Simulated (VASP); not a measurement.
# V in VASP: relaxation of the atoms with PBE

Aim: the relaxation of the atoms of V with PBE.

Everything below comes from runs of VASP 6.6.1. Logs are shortened: lines on timing, memory, paths and dates and some standing lists are left out, and cuts for length are marked.

**1. The cell of the first run**

The cell holds a slab with vacuum, 4 atoms: a = 2.997 Å, b = 2.997 Å, c = 18.496 Å, α = 90.00°, β = 90.00°, γ = 90.00°.

**2. Relaxation of the atoms, PBE**

File INCAR:

```
  PREC = Accurate
  ENCUT = 520
  EDIFF = 1E-6
  ISMEAR = 0
  SIGMA = 0.1
  LREAL = F
  LASPH = T
  NELM = 100
  ALGO = Normal
  ISIF = 2
  LWAVE = F
  LCHARG = F
  LDIPOL = T
  IDIPOL = 3
  DIPOL = 0.5 0.5 0.500
  GGA = PE
  IBRION = 2
  NSW = 70
  EDIFFG = -0.03
```

File KPOINTS:

```
regular mesh
0
Gamma
  10 10 1
```

File POSCAR:

```
V
1.0
    2.9971751491      0.0000000000      0.0000000000
    0.0000000000      2.9971751491      0.0000000000
    0.0000000000      0.0000000000     18.4957627236
V
4
Selective dynamics
Direct
    0.5000000000      0.5000000000      0.3784650628  F F F
    0.0000000000      0.0000000000      0.4594883543  F F F
    0.5000000000      0.5000000000      0.5405116457  T T T
    0.0000000000      0.0000000000      0.6215349372  T T T
```

Potentials or basis: VASP PAW PBE potentials, release 64 (V_sv).

Command:

```
> cat potpaw_PBE.64/V_sv/POTCAR > POTCAR
> mpirun -np 1 vasp_std > vasp.out
```

OUTCAR:

```text
PREC = Accurate
   ENCUT = 520
   EDIFF = 1E-6
   ISMEAR = 0
   LREAL = F
   LASPH = T
   NELM = 100
   ISIF = 2
   GGA = PE
   IBRION = 2
   NSW = 70
   EDIFFG = -0.03

 ion  position               nearest neighbor table
   1  0.500  0.500  0.378-   2 2.60   2 2.60   2 2.60   2 2.60
   2  0.000  0.000  0.459-   3 2.60   3 2.60   3 2.60   3 2.60   1 2.60   1 2.60   1 2.60   1 2.60

   3  0.500  0.500  0.541-   2 2.60   2 2.60   2 2.60   2 2.60   4 2.60   4 2.60   4 2.60   4 2.60

   4  0.000  0.000  0.622-   3 2.60   3 2.60   3 2.60   3 2.60

  LATTYP: Found a simple tetragonal cell.
 ALAT       =     2.9971751491
 C/A-ratio  =     6.1710650207

  Lattice vectors:

 A1 = (   2.9971751491,   0.0000000000,   0.0000000000)
 A2 = (   0.0000000000,   2.9971751491,   0.0000000000)
 A3 = (   0.0000000000,   0.0000000000,  18.4957627236)

Analysis of symmetry for initial positions (statically):
=====================================================================
 Subroutine PRICEL returns:
 Original cell was already a primitive cell.

 Routine SETGRP: Setting up the symmetry group for a
 simple tetragonal supercell.

 Subroutine GETGRP returns: Found 16 space group operations
 (whereof  8 operations were pure point group operations)
 out of a pool of 16 trial point group operations.

The static configuration has the point symmetry C_4v.
 The point group associated with its full space group is D_4h.

Analysis of symmetry for dynamics (positions and initial velocities):
=====================================================================
 Subroutine PRICEL returns:
 Original cell was already a primitive cell.

 Routine SETGRP: Setting up the symmetry group for a
 simple tetragonal supercell.

 Subroutine GETGRP returns: Found 16 space group operations
 (whereof  8 operations were pure point group operations)
 out of a pool of 16 trial point group operations.

The dynamic configuration has the point symmetry C_4v.
 The point group associated with its full space group is D_4h.

Analysis of constrained symmetry for selective dynamics:
=====================================================================
 Subroutine PRICEL returns:
 Original cell was already a primitive cell.

 Routine SETGRP: Setting up the symmetry group for a
 simple tetragonal supercell.

 Subroutine GETGRP returns: Found  8 space group operations
 (whereof  8 operations were pure point group operations)
 out of a pool of 16 trial point group operations.

The constrained configuration has the point symmetry C_4v.

 Subroutine INISYM returns: Found  8 space group operations
 (whereof  8 operations are pure point group operations),
 and found     1 'primitive' translations

----------------------------------------------------------------------------------------

                                     Primitive cell

  volume of cell :     166.1485

  direct lattice vectors                    reciprocal lattice vectors
     2.997175149  0.000000000  0.000000000     0.333647501  0.000000000  0.000000000
     0.000000000  2.997175149  0.000000000     0.000000000  0.333647501  0.000000000
     0.000000000  0.000000000 18.495762724     0.000000000  0.000000000  0.054066438

  length of vectors
     2.997175149  2.997175149 18.495762724     0.333647501  0.333647501  0.054066438

  position of ions in fractional coordinates (direct lattice)
     0.500000000  0.500000000  0.378465063
     0.000000000  0.000000000  0.459488354
     0.500000000  0.500000000  0.540511646
     0.000000000  0.000000000  0.621534937

  ion indices of the primitive-cell ions
   primitive index   ion index
                 1           1
                 2           2
                 3           3
                 4           4

----------------------------------------------------------------------------------------

 KPOINTS: regular mesh

Automatic generation of k-mesh.
 Grid dimensions read from file:
 generate k-points for:   10   10    1

 Generating k-lattice:

  Cartesian coordinates                     Fractional coordinates (reciprocal lattice)
     0.033364750  0.000000000  0.000000000     0.100000000  0.000000000  0.000000000
     0.000000000  0.033364750  0.000000000     0.000000000  0.100000000  0.000000000
     0.000000000  0.000000000  0.054066438     0.000000000  0.000000000  1.000000000

  Length of vectors
     0.033364750  0.033364750  0.054066438

  Shift w.r.t. Gamma in fractional coordinates (k-lattice)
     0.000000000  0.000000000  0.000000000

 Subroutine IBZKPT returns following result:
 ===========================================

 Found     21 irreducible k-points:

 Following reciprocal coordinates:
            Coordinates               Weight
  0.000000  0.000000  0.000000      1.000000
  0.100000  0.000000  0.000000      4.000000
  0.200000  0.000000  0.000000      4.000000
  0.300000  0.000000  0.000000      4.000000
  0.400000  0.000000  0.000000      4.000000
  0.500000  0.000000  0.000000      2.000000
[... 13 lines left out ...]
  0.500000  0.400000  0.000000      4.000000
  0.500000  0.500000  0.000000      1.000000
   k-points           NKPTS =     21   k-points in BZ     NKDIM =     21   number of bands    NBANDS=     31
   number of dos      NEDOS =    301   number of ions     NIONS =      4
   total plane-waves  NPLWV =  80640
   dimension x,y,z NGX =    24 NGY =   24 NGZ =  140
   dimension x,y,z NGXF=    48 NGYF=   48 NGZF=  280
   ions per type =               4
   NGX,Y,Z   is equivalent  to a cutoff of  13.31, 13.31, 12.58 a.u.
   NGXF,Y,Z  is equivalent  to a cutoff of  26.62, 26.62, 25.17 a.u.
 SYSTEM =  unknown system
   PREC   = accura    normal or accurate (medium, high low for compatibility)
   ISTART =      0    job   : 0-new  1-cont  2-samecut
   ICHARG =      2    charge: 1-file 2-atom 10-const
   ISPIN  =      1    spin polarized calculation?
   LNONCOLLINEAR =      F non collinear calculations
   LSORBIT =      F    spin-orbit coupling
   LASPH  =      T    aspherical Exc in radial PAW
   ENCUT  =  520.0 eV  38.22 Ry    6.18 a.u.   5.57  5.57 34.39*2*pi/ulx,y,z
   NELM   =    100;   NELMIN=  2; NELMDL= -5     # of ELM steps
   EDIFF  = 0.1E-05   stopping-criterion for ELM
   LREAL  =      F    real-space projection
   EDIFFG = -.3E-01   stopping-criterion for IOM
   NSW    =     70    number of steps for IOM
   IBRION =      2    ionic relax: 0-MD 1-quasi-New 2-CG
   NFREE  =      1    steps in history (QN), initial steepest desc. (CG)
   ISIF   =      2    stress and relaxation
   ISYM   =      2    0-nonsym 1-usesym 2-fastsym
   POTIM  = 0.5000    time-step for ionic-motion
   TEBEG  =    0.0;   TEEND  =   0.0 temperature during run
   PSTRESS=    0.0 pullay stress
   NELECT =      52.0000    total number of electrons
   NUPDOWN=      -1.0000    fix difference up-down
   EMIN   =  10.00;   EMAX   =-10.00  energy-range for DOS
   EFERMI =   0.00;   METHOD = LEGACY
   ISMEAR =     0;   SIGMA  =   0.10  broadening in eV -4-tet -1-fermi 0-gaus
   EFERMI_NEDOS =   21; number of points for ismear=-14 and -15
   IALGO  =     38    algorithm
   IMIX   =      4    mixing-type and parameters
     AMIX     =   0.40;   BMIX     =  1.00
     AMIX_MAG =   1.60;   BMIX_MAG =  1.00
  volume/ion in A,a.u.               =      41.54       280.31
  Fermi-wavevector in a.u.,A,eV,Ry     =   1.111503  2.100435 16.809152  1.235438
  Thomas-Fermi vector in A             =   2.248066
   LORBIT       =      0    0 simple, 1 ext, 2 COOP (PROOUT), +10 PAW based schemes
   GGA     = PE    functional components
   LHFCALC =     F    Hartree Fock is set to
   AEXX    =    0.0000 exact exchange contribution
   IVDW    =     0    specifies the selected vdW correction
   LEPSILON=     F    determine dielectric tensor
   LRPA    =     F    only Hartree local field effects (RPA)
 conjugate gradient relaxation of ions
 non-spin polarized calculation
 Gauss-broadening in eV      SIGMA  =   0.10
  energy-cutoff  :      520.00
  volume of cell :      166.15
 maximum number of plane-waves:      4509
 NGX is ok and might be reduce to    24
   NGX = 11   NGY = 11   NGZ = 69

--------------------------------------- Ionic step        1  -------------------------------------------

 number of electron      51.9999991 magnetization

 Free energy of the ion-electron system (eV)
  ---------------------------------------------------
  ext. energy  EPLUGINS =         0.00000000
  ---------------------------------------------------
  free energy    TOTEN  =       -32.95395142 eV

  energy without entropy =      -32.91215011  energy(sigma->0) =      -32.93305076

------------------------ aborting loop because EDIFF is reached ----------------------------------------

  FORCE on cell =-STRESS in cart. coord.  units (eV):
  Direction    XX          YY          ZZ          XY          YZ          ZX
  --------------------------------------------------------------------------------------
  -------------------------------------------------------------------------------------
  Total       -5.1370783     -5.1370783     -2.6584386      0.0000000      0.0000000      0.0000000
  in kB      -49.5370659    -49.5370659    -25.6354369      0.0000000      0.0000000      0.0000000
  external PRESSURE =     -41.5698562 kB  Pullay stress =       0.0000000 kB
[... 171 lines left out ...]
  FREE ENERGIE OF THE ION-ELECTRON SYSTEM (eV)
  ---------------------------------------------------
  free  energy   TOTEN  =       -32.9995301848 eV

  energy  without entropy=      -32.9595955418  energy(sigma->0) =      -32.97956286

 dipolmoment           0.000000      0.000000      0.003760 electrons x Angstroem

--------------------------------------- Ionic step        6  -------------------------------------------

 number of electron      51.9999989 magnetization

------------------------ aborting loop because EDIFF is reached ----------------------------------------
[... 109 lines left out ...]
--------------------------------------- Ionic step        9  -------------------------------------------

 number of electron      51.9999989 magnetization

 dipolmoment           0.000000      0.000000     -0.006422 electrons x Angstroem

 Free energy of the ion-electron system (eV)
  ---------------------------------------------------
  ext. energy  EPLUGINS =         0.00000000
  ---------------------------------------------------
  free energy    TOTEN  =       -33.00704803 eV

  energy without entropy =      -32.96921122  energy(sigma->0) =      -32.98812963

 E-fermi :   0.8587     XC(G=0):  -5.4397

 val. band max:        0.8537915305   @ k =   0.5000   0.1000   0.0000
 cond. band min:       0.8604849708   @ k =   0.5000   0.0000   0.0000
 fundamental gap:      0.0066934403
 Fermi energy:         0.8587034305

 k-point     1 :       0.0000    0.0000    0.0000
  band No.  band energies     occupation
      1     -63.4680      2.00000
      2     -63.3987      2.00000
      3     -63.0464      2.00000
      4     -62.8193      2.00000
      5     -37.3746      2.00000
      6     -37.3245      2.00000
[... 703 lines left out ...]
     30       2.3504      0.00000
     31       2.9699      0.00000

------------------------ aborting loop because EDIFF is reached ----------------------------------------

 vacuum level on the upper side and lower side of the slab       (xc-potential included)        -0.258        -0.166

  FORCE on cell =-STRESS in cart. coord.  units (eV):
  Direction    XX          YY          ZZ          XY          YZ          ZX
  --------------------------------------------------------------------------------------
  -------------------------------------------------------------------------------------
  Total       -3.6519484     -3.6519484     -0.8372981      0.0000000      0.0000000      0.0000000
  in kB      -35.2158942    -35.2158942     -8.0741011      0.0000000      0.0000000      0.0000000
  external PRESSURE =     -26.1686299 kB  Pullay stress =       0.0000000 kB
[... 19 lines left out ...]
  FREE ENERGIE OF THE ION-ELECTRON SYSTEM (eV)
  ---------------------------------------------------
  free  energy   TOTEN  =       -33.0070480323 eV

  energy  without entropy=      -32.9692112212  energy(sigma->0) =      -32.98812963

 reached required accuracy - stopping structural energy minimisation

 vacuum level on the upper side and lower side of the slab         4.433         4.528
```

Wall time 23 min (1 thread of Intel Xeon 8259CL, shared host); peak memory 0.31 GiB.

What came out:

| Property | Result |
| --- | --- |
| Free energy | -33.0070 eV |
| Energy gained by relaxing | 13.3 meV/atom |
| Ionic steps | 9 |
| Band gap on the k mesh | zero (bands 26 and 27 overlap by 0.13 eV) |

Step by step:
```csv
step,energy change (eV),largest force on free atoms (eV/Å),pressure (GPa)
1,0.0000,0.6724,-4.16
2,-0.0210,0.5024,-3.86
3,-0.0381,0.3670,-3.15
4,-0.0382,0.3308,-3.21
5,-0.0456,0.2482,-3.04
6,-0.0529,0.0421,-2.54
7,-0.0530,0.0328,-2.59
8,-0.0530,0.0321,-2.58
9,-0.0531,0.0037,-2.62
```

Final structure:
```xyz
4
Lattice="2.9972 0.0000 0.0000 0.0000 2.9972 0.0000 0.0000 0.0000 18.4958" Properties=species:S:1:pos:R:3 pbc="T T T"
V     1.4986    1.4986    7.0000
V     0.0000    0.0000    8.4986
V     1.4986    1.4986    9.9696
V     0.0000    0.0000   11.3367
```
